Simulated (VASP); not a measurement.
TiMoSe4:

```
CELL_PARAMETERS angstrom
3.42000 0.00000 0.00000
-1.71000 2.96181 0.00000
0.00000 0.00000 13.68000
ATOMIC_POSITIONS crystal
Ti 0.00000 0.00000 0.00000
Mo 0.33333 0.66667 0.50000
Se 0.33333 0.66667 0.11300
Se 0.66667 0.33333 0.88700
Se 0.00000 0.00000 0.37800
Se 0.00000 0.00000 0.62200
```

```yaml
Program: VASP 6.6.1
Task: relaxation of cell and atoms
Functional: PBE
Potentials_or_basis: VASP PAW PBE potentials, release 64 (Ti_sv, Mo_sv, Se)
Cutoff: 600 eV
k_mesh: 4 × 4 × 1
Occupations: gaussian, width 0.15 eV
Spin: collinear spin
Starting_moments: "[1.0, 1.0, 0.0, 0.0, 0.0, 0.0] μB"
```

At the start: pressure 0.3 GPa; volume 23.09 Å³/atom.

**Question.** How do energy, volume and symmetry change on relaxing?

**Answer.** Over 5 steps the energy falls by 10.6 meV/atom and the volume is 23.12 Å³/atom (+0.1 %); space group P3m1 (No. 156, to 0.1 Å) before and after; moment 0.00 μB per cell.

The path:
```tsv
step	energy change (eV)	largest force (eV/Å)	pressure (GPa)	volume (Å³)
1	0.0000	0.7234	0.27	138.57
2	-0.0537	0.3121	-0.47	139.36
3	-0.0598	0.2226	-0.77	139.73
4	-0.0566	0.2643	1.21	137.45
5	-0.0637	0.0312	0.07	138.74
```

Final structure:
```xyz
6
Lattice="3.4068 0.0000 0.0000 -1.7034 2.9504 0.0000 0.0000 0.0000 13.8037" Properties=species:S:1:pos:R:3 pbc="T T T"
Ti    0.0000    0.0000    0.0005
Mo    0.0000    1.9669    6.9018
Se    0.0000    1.9669    1.6123
Se    1.7034    0.9835   12.1915
Se    0.0000    0.0000    5.2600
Se    0.0000    0.0000    8.5432
```

Caveat: the k points lie up to 0.53 Å⁻¹ apart in the final cell, too coarse for converged energies and pressures of a metal; this functional lacks dispersion, which binds the layers, so the pressure and a relaxed spacing across them are unreliable.
